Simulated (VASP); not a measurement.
Wanted: the native input for a VASP 6.6.1 run.

| Item | Value |
| --- | --- |
| Task | single point |
| Functional | PBE |
| Potentials or basis | VASP PAW PBE potentials, release 64 (Co, W_sv, Ni) |
| Cutoff | 400 eV |
| k mesh | 1 × 1 × 1, shifted |
| Occupations | fermi-dirac, width 0.2809 eV |
| Spin | no spin polarisation |
| Dipole correction | no |
| Mended | yes |
| Further INCAR settings | LREAL = Auto; ALGO = Normal; EDIFF = 1e-06; NBANDS = 119; ISYM = -1 |

The structure of Co14NiW5 lies in POSCAR:

```
Co14NiW5
1.0
    6.4067140000     -0.0639040000     -0.2633820000
   -0.0639040000      6.1558140000      0.0545630000
   -0.2633820000      0.0545630000      6.6380590000
Co W Ni
14 5 1
Direct
    0.7606318146      1.0235723590      0.5531286405
    0.5227186522      0.2683215274      0.6255594077
    0.2518914093      0.4622198057      0.8332517930
    0.3253719412      0.3900819642      0.1459331817
    0.5537091078      0.6328767173      0.5474198647
    0.5712923264      0.0335090745      0.2096885189
    0.3193517811      0.7686520298      0.1053814903
    0.9268759222      0.1737581695      0.9270037623
   -0.0314629091      0.5811109694      0.0748374002
    0.6092502033      0.3763925551      1.0113440435
    0.3518974311      0.9717204423      0.4328821824
    0.6699489676      0.7067420175      0.2155492342
    0.8545542640      0.5233749706      0.6788201645
    0.1960470415      0.1283192133      0.7804186104
    0.1597085611      0.6181507670      0.3983444859
    0.0657880161      0.8404159184      0.7532218026
    0.6416335646      0.9234055728      0.8670160891
    1.0128087063      0.9713371533      0.2237904956
    0.7690371658      0.3722974260      0.3538999702
    0.0501983776      0.2242578664      0.4789722669
```

The input as run:

INCAR

```
ALGO = Normal ; EDIFF = 1E-6
ENCUT = 400 ; GGA = PE
GGA_COMPAT = False ; ISIF = 2
ISMEAR = -1 ; ISYM = -1
LASPH = True ; LCHARG = False
LREAL = Auto ; LWAVE = False
NBANDS = 119 ; NELM = 120
PREC = Accurate ; SIGMA = 0.2809
```

KPOINTS

```
explicit points
1
Reciprocal
  0.25000000   0.25000000   0.25000000 1
```

Potentials or basis: VASP PAW PBE potentials, release 64 (Co, W_sv, Ni).

The run is started by

```bash
$ cat potpaw_PBE.64/Co/POTCAR potpaw_PBE.64/W_sv/POTCAR potpaw_PBE.64/Ni/POTCAR > POTCAR
$ mpirun -np 1 vasp_std > vasp.out
```

Results of the run:

* Pressure: 6.7 GPa
* Largest force: 8.152 eV/Å

Caveat: atoms lie so close that the PAW spheres overlap strongly, which falsifies energies and pressures; the atoms stand as in a frame of molecular dynamics; the run has no spin polarisation, though such a crystal can be magnetic.

Wall time 3.5 min on 1 thread of AMD EPYC 7R13 (shared host), peak memory 0.25 GiB.
